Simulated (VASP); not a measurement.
Wanted: the native input for a VASP 6.6.1 run.

| Quantity | Value |
| --- | --- |
| Task | single point |
| Functional | PBE |
| Potentials or basis | VASP PAW PBE potentials, release 64 (Al, Cu) |
| Cutoff | 520 eV |
| k mesh | 10 × 10 × 14 |
| Occupations | gaussian, width 0.15 eV |
| Spin | no spin polarisation |
| Dipole correction | no |
| Further INCAR settings | ALGO = Normal; EDIFF = 1e-07; NBANDS = 16 |

The structure of Al2Cu lies in POSCAR:

```
Al2Cu
1.0
    3.9288000000      0.0000000000      0.0000000000
    0.0000000000      3.9288000000      0.0000000000
    0.0000000000      0.0000000000      2.7309000000
Al Cu
2 1
Direct
    0.5000000000      0.0000000000      0.5000000000
    0.0000000000      0.5000000000      0.5000000000
    0.0000000000      0.0000000000      0.0000000000
```

One way to write it, as run:

INCAR

```
PREC = Accurate
ENCUT = 520
EDIFF = 1E-7
ISMEAR = 0
SIGMA = 0.15
LREAL = False
LASPH = True
NELM = 100
ALGO = Normal
ISIF = 2
LWAVE = False
LCHARG = True
GGA = PE
LELF = True
LVHAR = True
NBANDS = 16
```

KPOINTS

```
Automatic mesh
0
Gamma
  10 10 14
```

Potentials or basis: VASP PAW PBE potentials, release 64 (Al, Cu).

Command:

```sh
$ cat potpaw_PBE.64/Al/POTCAR potpaw_PBE.64/Cu/POTCAR > POTCAR
$ mpirun -np 1 vasp_std > vasp.out
```

Results of the run:

* Pressure: 19.3 GPa

Wall time 48 s on 1 thread of Intel(R) Xeon(R) 6975P-C (Granite Rapids), with other jobs on the host, peak memory 0.23 GiB.
